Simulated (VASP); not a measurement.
# AlN (a cell with a defect) in VASP: further runs, part 3 of 4

VASP 6.6.1.

## (4) Single point, PBEsol

Contents of INCAR:

```
PREC = Accurate
ENCUT = 520
EDIFF = 1E-6
ISMEAR = -1
SIGMA = 0.05
LREAL = Auto
LASPH = True
NELM = 120
ALGO = Normal
ISIF = 2
LWAVE = False
LCHARG = False
GGA = PS
NBANDS = 241
ISYM = -1
GGA_COMPAT = False
```

Contents of KPOINTS:

```
explicit points
1
Reciprocal
  0.25000000   0.25000000   0.25000000 1
```

Contents of POSCAR:

```
AlN
1.0
    9.3414480000      0.0000000000      0.0000000000
    0.0000000000     10.7865750000      0.0000000000
    0.0000000000      0.0000000000      9.9670570000
Al N
47 47
Direct
    0.1638550000      0.0803680000      0.2505230000
    0.1653600000      0.0828520000      0.7485130000
    0.9998590000      0.3348890000      0.2511250000
    0.9998690000      0.3337420000      0.7482150000
    0.4998650000      0.0820930000      0.2507620000
    0.4998660000      0.0822780000      0.7483760000
    0.3028160000      0.3170930000      0.2633620000
    0.3296910000      0.3309480000      0.7395460000
    0.1663830000      0.5840110000      0.2505620000
    0.1664120000      0.5836160000      0.7486830000
    0.9998510000      0.8317790000      0.2495940000
    0.9998590000      0.8325560000      0.7492500000
    0.8358420000      0.0803530000      0.2505010000
    0.8343560000      0.0828550000      0.7485010000
    0.6969050000      0.3170540000      0.2633840000
    0.6700930000      0.3309330000      0.7395090000
    0.4998310000      0.6161030000      0.2632370000
    0.4998560000      0.5874520000      0.7392950000
    0.3306250000      0.8365580000      0.2502500000
    0.3325870000      0.8341970000      0.7486770000
    0.8333580000      0.5840290000      0.2506090000
    0.8333230000      0.5836110000      0.7486830000
    0.6690800000      0.8365580000      0.2502380000
    0.6671330000      0.8342000000      0.7486860000
    0.9998650000      0.1687240000      0.4979810000
    0.9998830000      0.1673190000      0.9980200000
    0.3337330000      0.1656530000      0.4989950000
    0.3329410000      0.1657770000      0.9967370000
    0.1685900000      0.4177270000      0.4993500000
    0.1667930000      0.4167720000      0.9963130000
    0.9999100000      0.6661690000      0.4994310000
    0.9998860000      0.6661380000      0.9985460000
    0.6660010000      0.1656610000      0.4989770000
    0.6668470000      0.1657680000      0.9967500000
    0.4999110000      0.4167550000      0.9255560000
    0.3326190000      0.6669190000      0.4991270000
    0.3329690000      0.6673130000      0.9967560000
    0.1647980000      0.9165140000      0.5000570000
    0.1658100000      0.9165140000      0.9975370000
    0.8311790000      0.4177590000      0.4993380000
    0.8329940000      0.4167590000      0.9963490000
    0.6671730000      0.6669200000      0.4991430000
    0.6668080000      0.6673010000      0.9967490000
    0.4998790000      0.9149940000      0.4985520000
    0.4998900000      0.9162950000      0.9983200000
    0.8349720000      0.9165140000      0.5000490000
    0.8339680000      0.9165110000      0.9975290000
    0.9998540000      0.1682650000      0.1901870000
    0.9998660000      0.1673740000      0.6894960000
    0.3331870000      0.1635800000      0.1876330000
    0.3326710000      0.1636520000      0.6897170000
    0.1663150000      0.4183580000      0.1871410000
    0.1649800000      0.4177730000      0.6898960000
    0.9998680000      0.6657200000      0.1894130000
    0.9998620000      0.6665310000      0.6902020000
    0.6665340000      0.1635840000      0.1876400000
    0.6670560000      0.1636410000      0.6896720000
    0.4998840000      0.4167500000      0.7320570000
    0.3307600000      0.6682410000      0.1874330000
    0.3308970000      0.6685140000      0.6896760000
    0.1647310000      0.9161720000      0.1884040000
    0.1654210000      0.9164780000      0.6907270000
    0.8333960000      0.4183670000      0.1872110000
    0.8348030000      0.4177880000      0.6898560000
    0.6689680000      0.6682240000      0.1874300000
    0.6688210000      0.6685250000      0.6896800000
    0.4998660000      0.9156950000      0.1899070000
    0.4998680000      0.9158260000      0.6897350000
    0.8350000000      0.9161910000      0.1884000000
    0.8343030000      0.9164890000      0.6907220000
    0.1645700000      0.0811290000      0.4399570000
    0.1655540000      0.0829100000      0.9396980000
    0.9997730000      0.3360810000      0.4400860000
    0.9998730000      0.3336650000      0.9394920000
    0.4998460000      0.0812010000      0.4396880000
    0.4998800000      0.0827560000      0.9395810000
    0.3187820000      0.3249220000      0.4390080000
    0.3286150000      0.3303720000      0.9403570000
    0.1659800000      0.5842270000      0.4395610000
    0.1666460000      0.5834420000      0.9396020000
    0.9998750000      0.8320750000      0.4398090000
    0.9998800000      0.8324070000      0.9398600000
    0.8351330000      0.0811380000      0.4399390000
    0.8341980000      0.0828930000      0.9396770000
    0.6808400000      0.3249940000      0.4390010000
    0.6711820000      0.3303420000      0.9403470000
    0.4998970000      0.6001250000      0.4389850000
    0.4998790000      0.5885310000      0.9402080000
    0.3303570000      0.8355710000      0.4398990000
    0.3327660000      0.8342150000      0.9396650000
    0.8338340000      0.5842890000      0.4396090000
    0.8331030000      0.5834230000      0.9396010000
    0.6693900000      0.8355560000      0.4398860000
    0.6669890000      0.8342040000      0.9396710000
```

Potentials or basis: VASP PAW PBE potentials, release 64 (Al, N).

Command:

```
cat potpaw_PBE.64/Al/POTCAR potpaw_PBE.64/N/POTCAR > POTCAR
mpirun -np 1 vasp_std > vasp.out
```

OUTCAR:

```text
PREC = Accurate
   ENCUT = 520
   EDIFF = 1E-6
   ISMEAR = -1
   LREAL = Auto
   LASPH = True
   NELM = 120
   ISIF = 2
   GGA = PS
   ISYM = -1

 ion  position               nearest neighbor table
   1  0.164  0.080  0.251-  61 1.88  71 1.89  48 1.90  50 1.92   7 2.87  38 3.05  25 3.06  19 3.06
                            13 3.06  39 3.08  27 3.08  11 3.09  26 3.09  28 3.12   5 3.14   3 3.14
   2  0.165  0.083  0.749-  51 1.88  62 1.88  49 1.89  72 1.91  38 3.06  28 3.06  39 3.06  26 3.07
                            27 3.08  25 3.08   8 3.09  14 3.09  20 3.10  12 3.11   4 3.12   6 3.12
   3  1.000  0.335  0.251-  73 1.88  48 1.90  63 1.91  52 1.91   7 2.84  15 2.84  25 3.04  40 3.07
                            29 3.07  26 3.10   9 3.10  21 3.11  41 3.11  30 3.11   1 3.14  13 3.14
   4  1.000  0.334  0.748-  64 1.88  53 1.88  49 1.89  74 1.91  30 3.06  41 3.06  25 3.06  26 3.07
                            29 3.08  40 3.08  16 3.08   8 3.08  22 3.11  10 3.11   2 3.12  14 3.12
   5  0.500  0.082  0.251-  75 1.88  67 1.89  56 1.90  50 1.90  33 3.06  27 3.06  44 3.06  23 3.08
                            19 3.08  45 3.09  28 3.11  34 3.11  15 3.13   7 3.14  13 3.14   1 3.14
   6  0.500  0.082  0.748-  51 1.88  57 1.88  68 1.89  76 1.91  28 3.06  34 3.06  27 3.07  33 3.07
                            45 3.07  44 3.08  24 3.10  20 3.10   8 3.12  16 3.12  14 3.12   2 3.12
[... 625 lines left out ...]
    200      11.4195      0.00000
 [bands above 200 left out]

------------------------ aborting loop because EDIFF is reached ----------------------------------------

  FORCE on cell =-STRESS in cart. coord.  units (eV):
  Direction    XX          YY          ZZ          XY          YZ          ZX
  --------------------------------------------------------------------------------------
  -------------------------------------------------------------------------------------
  Total       15.2142910     16.1590480     11.2877837      0.1368402     -0.0590057     -0.0874926
  in kB       24.2715544     25.7787374     18.0075468      0.2183029     -0.0941326     -0.1395781
  external PRESSURE =      22.6859462 kB  Pullay stress =       0.0000000 kB

 VOLUME and BASIS-vectors are now :
 -----------------------------------------------------------------------------
  energy-cutoff  :      520.00
  volume of cell :     1004.30
      direct lattice vectors                 reciprocal lattice vectors
     9.341448000  0.000000000  0.000000000     0.107049785  0.000000000  0.000000000
     0.000000000 10.786575000  0.000000000     0.000000000  0.092707834  0.000000000
     0.000000000  0.000000000  9.967057000     0.000000000  0.000000000  0.100330519

 POSITION                                       TOTAL-FORCE (eV/Angst)
 -----------------------------------------------------------------------------------
      1.53064      0.86690      2.49698         0.002637      0.003884     -0.000291
      1.54470      0.89369      7.46047         0.006881      0.004145      0.001704
      9.34013      3.61231      2.50298        -0.000147     -0.001760     -0.006863
      9.34022      3.59993      7.45750         0.000310      0.002789      0.015670
      4.66946      0.88550      2.49936         0.000221      0.011851     -0.009499
      4.66947      0.88750      7.45911        -0.000532      0.007318      0.002110
[... 86 lines left out ...]
      6.25307      9.01279      4.38437        -0.002625     -0.009601      0.006801
      6.23064      8.99820      9.36575         0.000328     -0.002787      0.000362
 -----------------------------------------------------------------------------------
    total drift:                                0.000246     -0.041259      0.008149

  FREE ENERGIE OF THE ION-ELECTRON SYSTEM (eV)
  ---------------------------------------------------
  free  energy   TOTEN  =      -727.3989543503 eV

  energy  without entropy=     -727.3989343269  energy(sigma->0) =     -727.39894434
```

OSZICAR:

```text
N       E                     dE             d eps       ncg     rms          rms(c)
DAV:   1     0.166502309054E+04    0.16650E+04   -0.17564E+05   482   0.141E+03
DAV:   2    -0.646908401103E+03   -0.23119E+04   -0.22288E+04   595   0.284E+02
DAV:   3    -0.834165188283E+03   -0.18726E+03   -0.18585E+03   564   0.851E+01
DAV:   4    -0.837877792845E+03   -0.37126E+01   -0.36919E+01   572   0.127E+01
DAV:   5    -0.837977616533E+03   -0.99824E-01   -0.99687E-01   572   0.206E+00    0.576E+01
DAV:   6    -0.729723206592E+03    0.10825E+03   -0.46117E+02   540   0.355E+01    0.211E+01
DAV:   7    -0.728484998485E+03    0.12382E+01   -0.12897E+01   556   0.691E+00    0.139E+01
DAV:   8    -0.727463086764E+03    0.10219E+01   -0.19488E+00   556   0.341E+00    0.206E+00
DAV:   9    -0.727393689714E+03    0.69397E-01   -0.39147E-01   564   0.141E+00    0.124E+00
DAV:  10    -0.727397197891E+03   -0.35082E-02   -0.89641E-02   548   0.623E-01    0.753E-01
DAV:  11    -0.727398863056E+03   -0.16652E-02   -0.19155E-02   572   0.331E-01    0.363E-01
DAV:  12    -0.727398911702E+03   -0.48647E-04   -0.48991E-03   588   0.197E-01    0.102E-01
DAV:  13    -0.727398939013E+03   -0.27310E-04   -0.16578E-03   556   0.912E-02    0.710E-02
DAV:  14    -0.727398953988E+03   -0.14975E-04   -0.24427E-04   580   0.412E-02    0.274E-02
DAV:  15    -0.727398955225E+03   -0.12373E-05   -0.44542E-05   556   0.161E-02    0.126E-02
DAV:  16    -0.727398954350E+03    0.87504E-06   -0.83911E-06   564   0.960E-03
   1 F= -.72739895E+03 E0= -.72739894E+03  d E =-.200234E-04
```

stdout:

```text
POSCAR found type information on POSCAR AlN
 POSCAR found :  2 types and      94 ions
 scaLAPACK will be used
 -----------------------------------------------------------------------------
|                                                                             |
|                                                                             |
|     You enforced a specific xc type in the INCAR file but a different       |
|     I HOPE YOU KNOW WHAT YOU ARE DOING!                                     |
|                                                                             |
 -----------------------------------------------------------------------------

 LDA part: xc-table for (Slater+PW92), standard interpolation
 POSCAR, INCAR and KPOINTS ok, starting setup
 FFT: planning ... GRIDC
 FFT: planning ... GRID_SOFT
 FFT: planning ... GRID
 WAVECAR not read
 entering main loop
```

Wall time 5.1 min (1 thread of Intel Xeon 6975P-C (Granite Rapids), shared host); peak memory 0.9 GiB.

What came out:

```yaml
Free_energy: -727.3990 eV
Pressure: 2.3 GPa
Largest_force: 0.049 eV/Å
Band_gap_on_the_k_mesh: 1.18 eV
```

Forces on the atoms (eV/Å):
```
Al   0.003  0.004  0.000
Al   0.007  0.004  0.002
Al   0.000 -0.002 -0.007
Al   0.000  0.003  0.016
Al   0.000  0.012 -0.009
Al  -0.001  0.007  0.002
Al   0.001 -0.011 -0.044
Al   0.007 -0.001  0.005
Al   0.002  0.003 -0.011
Al   0.001  0.005  0.002
Al   0.000  0.000 -0.002
Al   0.000  0.000 -0.004
Al  -0.005  0.004  0.001
Al  -0.006  0.004  0.003
Al  -0.002 -0.005 -0.049
Al  -0.006  0.000  0.009
Al   0.005  0.007 -0.024
Al   0.001 -0.008  0.005
Al  -0.002 -0.002  0.001
Al  -0.006  0.005  0.000
Al  -0.005  0.003 -0.009
Al  -0.003  0.005 -0.001
Al   0.003 -0.004  0.001
Al   0.007  0.005 -0.001
Al   0.001 -0.008  0.000
Al  -0.001 -0.006  0.018
Al   0.007 -0.028 -0.003
Al   0.000 -0.002  0.001
Al   0.001  0.011 -0.002
Al   0.001 -0.001  0.004
Al  -0.002  0.011 -0.007
Al  -0.001  0.005  0.000
Al  -0.009 -0.026 -0.003
Al   0.000  0.000  0.001
Al   0.004 -0.007 -0.001
Al  -0.028  0.005  0.002
Al  -0.011  0.000  0.002
Al  -0.004 -0.010 -0.003
Al  -0.001 -0.002  0.000
Al   0.000  0.011 -0.002
Al  -0.003 -0.001  0.004
Al   0.032  0.005  0.001
Al   0.010 -0.001  0.002
Al   0.001  0.003  0.000
Al   0.000  0.002  0.008
Al   0.002 -0.012 -0.002
Al  -0.001 -0.002  0.002
N    0.000  0.004  0.000
N    0.000  0.003  0.001
N    0.002 -0.009 -0.005
N    0.000  0.000 -0.003
N   -0.004  0.009 -0.003
N   -0.004 -0.001 -0.002
N    0.000  0.000 -0.006
N    0.001 -0.004 -0.004
N   -0.001 -0.010 -0.005
N    0.000 -0.001 -0.003
N   -0.003  0.005 -0.010
N   -0.008 -0.004 -0.004
N   -0.002  0.001  0.000
N    0.004 -0.002 -0.005
N    0.002  0.002 -0.001
N    0.006  0.008 -0.002
N    0.004  0.000 -0.002
N    0.007 -0.003 -0.004
N    0.002  0.001  0.001
N    0.000 -0.006 -0.006
N    0.000 -0.002  0.000
N   -0.003 -0.001 -0.005
N   -0.001  0.002 -0.001
N    0.002  0.008  0.008
N    0.000  0.000  0.000
N    0.000  0.004  0.013
N    0.001  0.003 -0.001
N    0.000  0.005  0.009
N    0.000  0.004 -0.002
N    0.003  0.023  0.038
N   -0.002  0.000 -0.003
N    0.004 -0.004  0.009
N    0.004  0.000 -0.006
N    0.001  0.003  0.003
N    0.000 -0.001 -0.003
N   -0.002  0.006  0.009
N    0.001  0.000  0.000
N   -0.002  0.017  0.040
N    0.001  0.001 -0.004
N   -0.006 -0.022  0.028
N    0.000  0.002  0.003
N    0.002 -0.008  0.007
N    0.000 -0.003  0.000
N   -0.004 -0.004  0.009
N   -0.003  0.001 -0.006
N   -0.003 -0.010  0.007
N    0.000 -0.003  0.000
```

Stress tensor (GPa, compression positive):
```
 2.43  0.02 -0.01
 0.02  2.58 -0.01
-0.01 -0.01  1.80
```

Caveat: the PAW data sets were made with another functional, which shifts forces and pressure a little.

## (5) Single point, r2SCAN

Changes to POSCAR since step 4:

```diff
@@ -29,3 +29,3 @@
     0.8333580000      0.5840290000      0.2506090000
-    0.8333230000      0.5836110000      0.7486830000
+    0.8333230000      0.5836110000      0.7486820000
     0.6690800000      0.8365580000      0.2502380000
@@ -37,3 +37,3 @@
     0.1685900000      0.4177270000      0.4993500000
-    0.1667930000      0.4167720000      0.9963130000
+    0.1667920000      0.4167720000      0.9963130000
     0.9999100000      0.6661690000      0.4994310000
@@ -41,3 +41,3 @@
     0.6660010000      0.1656610000      0.4989770000
-    0.6668470000      0.1657680000      0.9967500000
+    0.6668480000      0.1657680000      0.9967500000
     0.4999110000      0.4167550000      0.9255560000
@@ -50,3 +50,3 @@
     0.6671730000      0.6669200000      0.4991430000
-    0.6668080000      0.6673010000      0.9967490000
+    0.6668080000      0.6673010000      0.9967480000
     0.4998790000      0.9149940000      0.4985520000
@@ -66,3 +66,3 @@
     0.4998840000      0.4167500000      0.7320570000
-    0.3307600000      0.6682410000      0.1874330000
+    0.3307600000      0.6682410000      0.1874320000
     0.3308970000      0.6685140000      0.6896760000
@@ -72,3 +72,3 @@
     0.8348030000      0.4177880000      0.6898560000
-    0.6689680000      0.6682240000      0.1874300000
+    0.6689690000      0.6682240000      0.1874300000
     0.6688210000      0.6685250000      0.6896800000
@@ -80,3 +80,3 @@
     0.1655540000      0.0829100000      0.9396980000
-    0.9997730000      0.3360810000      0.4400860000
+    0.9997730000      0.3360820000      0.4400860000
     0.9998730000      0.3336650000      0.9394920000
@@ -84,4 +84,4 @@
     0.4998800000      0.0827560000      0.9395810000
-    0.3187820000      0.3249220000      0.4390080000
-    0.3286150000      0.3303720000      0.9403570000
+    0.3187820000      0.3249220000      0.4390090000
+    0.3286150000      0.3303730000      0.9403570000
     0.1659800000      0.5842270000      0.4395610000
@@ -90,3 +90,3 @@
     0.9998800000      0.8324070000      0.9398600000
-    0.8351330000      0.0811380000      0.4399390000
+    0.8351330000      0.0811390000      0.4399390000
     0.8341980000      0.0828930000      0.9396770000
@@ -94,3 +94,3 @@
     0.6711820000      0.3303420000      0.9403470000
-    0.4998970000      0.6001250000      0.4389850000
+    0.4998970000      0.6001260000      0.4389850000
     0.4998790000      0.5885310000      0.9402080000
```

Contents of INCAR.step1:

```
PREC = Accurate ; ENCUT = 580
ISMEAR = -1 ; SIGMA = 0.05
LREAL = Auto ; LASPH = T
NELM = 120 ; ISYM = -1
NBANDS = 241 ; GGA = PE
ALGO = Normal ; EDIFF = 1E-5
LWAVE = T ; LCHARG = F
GGA_COMPAT = F
```

Contents of INCAR.step2:

```
PREC = Accurate ; ENCUT = 580
EDIFF = 1E-6 ; ISMEAR = -1
SIGMA = 0.05 ; LREAL = Auto
LASPH = T ; NELM = 120
ALGO = Normal ; ISIF = 2
LWAVE = F ; LCHARG = F
METAGGA = R2SCAN ; LMIXTAU = T
ISYM = -1 ; NBANDS = 241
ISTART = 1 ; GGA_COMPAT = F
```

KPOINTS is that of step 4.

Command:

```
cat potpaw_PBE.64/Al/POTCAR potpaw_PBE.64/N/POTCAR > POTCAR
cp INCAR.step1 INCAR
mpirun -np 1 vasp_std > vasp.out
cp INCAR.step2 INCAR
mpirun -np 1 vasp_std > vasp.out
```

Wall time 25 min (1 thread of Intel Xeon 6975P-C (Granite Rapids), shared host); peak memory 1.3 GiB.

It converged, with:

```
Free energy            : -894.9763 eV
Pressure               : 0.9 GPa
Largest force          : 0.237 eV/Å
Band gap on the k mesh : 1.45 eV
```

Forces in eV/Å, atoms in the order of the input:
```
Al  -0.003 -0.035  0.002
Al   0.013 -0.004  0.002
Al  -0.002  0.006  0.002
Al   0.000  0.009  0.008
Al  -0.002  0.013  0.014
Al   0.000  0.009 -0.006
Al  -0.128 -0.086  0.108
Al   0.065  0.036  0.025
Al  -0.003  0.004  0.005
Al  -0.001  0.000 -0.009
Al   0.000  0.007 -0.007
Al   0.001  0.000 -0.005
Al   0.003 -0.034  0.002
Al  -0.012 -0.004  0.003
Al   0.129 -0.079  0.104
Al  -0.066  0.038  0.029
Al   0.005  0.159  0.121
Al   0.002 -0.079  0.031
Al  -0.029  0.019  0.004
Al  -0.001 -0.006 -0.001
Al  -0.002  0.003  0.007
Al   0.000  0.000 -0.011
Al   0.031  0.017  0.004
Al   0.003 -0.007 -0.002
Al  -0.001 -0.032  0.033
Al  -0.001 -0.011  0.013
Al   0.022  0.053  0.006
Al   0.005  0.011  0.019
Al   0.047 -0.022  0.003
Al   0.012 -0.002  0.026
Al  -0.002  0.013 -0.003
Al  -0.001  0.011  0.008
Al  -0.023  0.056  0.005
Al  -0.006  0.013  0.018
Al   0.002 -0.004 -0.237
Al   0.036 -0.040  0.008
Al   0.000 -0.005  0.021
Al   0.005  0.000  0.002
Al  -0.004 -0.003  0.024
Al  -0.051 -0.022  0.002
Al  -0.016 -0.002  0.026
Al  -0.033 -0.039  0.007
Al  -0.001 -0.007  0.023
Al   0.000  0.036  0.018
Al  -0.001  0.008  0.008
Al  -0.007 -0.002  0.003
Al   0.003 -0.002  0.023
N    0.001 -0.002  0.005
N    0.000  0.000 -0.003
N   -0.020  0.071  0.032
N   -0.008  0.018 -0.015
N    0.034 -0.059  0.042
N    0.008 -0.018 -0.013
N    0.000  0.003 -0.010
N    0.002  0.001 -0.015
N    0.021  0.068  0.032
N    0.008  0.018 -0.014
N   -0.002 -0.001  0.128
N    0.071 -0.022  0.034
N    0.019 -0.002 -0.010
N    0.020  0.009  0.008
N    0.001  0.004 -0.015
N   -0.031 -0.061  0.040
N   -0.009 -0.018 -0.012
N   -0.073 -0.021  0.035
N   -0.018 -0.003 -0.009
N    0.000  0.002 -0.006
N    0.000 -0.002 -0.007
N   -0.020  0.008  0.008
N    0.000  0.003 -0.015
N   -0.005 -0.008 -0.030
N    0.002  0.001 -0.009
N    0.005 -0.012 -0.040
N    0.001  0.002 -0.004
N    0.001 -0.007 -0.030
N    0.000  0.007 -0.011
N   -0.134 -0.055 -0.139
N    0.021  0.016  0.016
N   -0.006  0.006 -0.022
N    0.007 -0.004 -0.018
N    0.001  0.012 -0.011
N    0.000  0.004 -0.018
N    0.006 -0.009 -0.030
N   -0.002  0.002 -0.008
N    0.136 -0.061 -0.134
N   -0.021  0.018  0.015
N   -0.005  0.137 -0.145
N    0.000 -0.026  0.024
N    0.001  0.000 -0.026
N   -0.001 -0.008 -0.009
N    0.005  0.003 -0.024
N   -0.006 -0.003 -0.018
N   -0.002  0.000 -0.026
N    0.001 -0.007 -0.009
```

Stress tensor (GPa, compression positive):
```
 0.96  0.02 -0.01
 0.02  1.10 -0.01
-0.01 -0.01  0.60
```

Levels at points of the mesh, in eV from the valence-band top:
```
           k point  band 186  band 187  band 188  band 189  band 190  band 191
(0.25, 0.25, 0.25)     -0.63     -0.22      0.00      1.45      4.38      4.46
```

Caveat: the PAW data sets were made with another functional, which shifts forces and pressure a little.

[end of part 3 of 4]
